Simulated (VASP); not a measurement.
CaY3Cl2:

```
Ca Y Cl
1.0
     6.28904    0.00000    0.00000
    -3.14452    5.44647    0.00000
     0.00000    0.00000    4.16389
Ca Y Cl
1 3 2
Direct
  0.00000 0.00000 0.00000
  0.50000 0.00000 0.50000
  0.00000 0.50000 0.50000
  0.50000 0.50000 0.50000
  0.66667 0.33333 0.00000
  0.33333 0.66667 0.00000
```

| Property | Result |
| --- | --- |
| Program | VASP 6.6.1 |
| Task | relaxation of cell and atoms |
| Functional | PBE |
| Potentials or basis | VASP PAW PBE potentials, release 64 (Ca_sv, Y_sv, Cl) |
| Cutoff | 600 eV |
| k mesh | 3 × 3 × 4 |
| Occupations | gaussian, width 0.1 eV |
| Spin | no spin polarisation |

At the start: pressure 9.3 GPa; volume 23.77 Å³/atom.

**Question.** Where does the relaxation end?

**Answer.** Over 11 steps the energy falls by 207.9 meV/atom and the volume is 27.98 Å³/atom (+17.7 %); space group P6/mmm (No. 191, to 0.05 Å).

The path:
| step | energy change (eV) | largest force (eV/Å) | pressure (GPa) | volume (Å³) |
| --- | --- | --- | --- | --- |
| 1 | 0.0000 | 0.0000 | 9.30 | 142.63 |
| 2 | -0.9071 | 0.0000 | -0.13 | 172.92 |
| 3 | -0.9112 | 0.0000 | -0.73 | 176.17 |
| 4 | -1.0132 | 0.0000 | -0.80 | 175.11 |
| 5 | -1.1791 | 0.0000 | -0.93 | 172.29 |
| 6 | -1.0512 | 0.0000 | 1.75 | 164.21 |
| 7 | -1.2436 | 0.0000 | -0.48 | 169.84 |
| 8 | -1.2453 | 0.0000 | -0.33 | 169.28 |
| 9 | -1.2453 | 0.0000 | -0.39 | 169.46 |
| 10 | -1.2459 | 0.0000 | 0.35 | 166.51 |
| 11 | -1.2473 | 0.0000 | 0.01 | 167.87 |

Final structure:
```xyz
6
Lattice="7.1988 0.0000 0.0000 -3.5994 6.2343 0.0000 0.0000 0.0000 3.7404" Properties=species:S:1:pos:R:3 pbc="T T T"
Ca    0.0000    0.0000    0.0000
Y     3.5994    0.0000    1.8702
Y    -1.7997    3.1172    1.8702
Y     1.7997    3.1172    1.8702
Cl    3.5994    2.0781    0.0000
Cl    0.0000    4.1562    0.0000
```

Caveat: the k points lie up to 0.42 Å⁻¹ apart in the final cell; the volume moved by over 15 % at a fixed basis, so the end points are rough; an odd number of electrons without spin polarisation forces a metal; a magnetic or distorted state may lie lower.
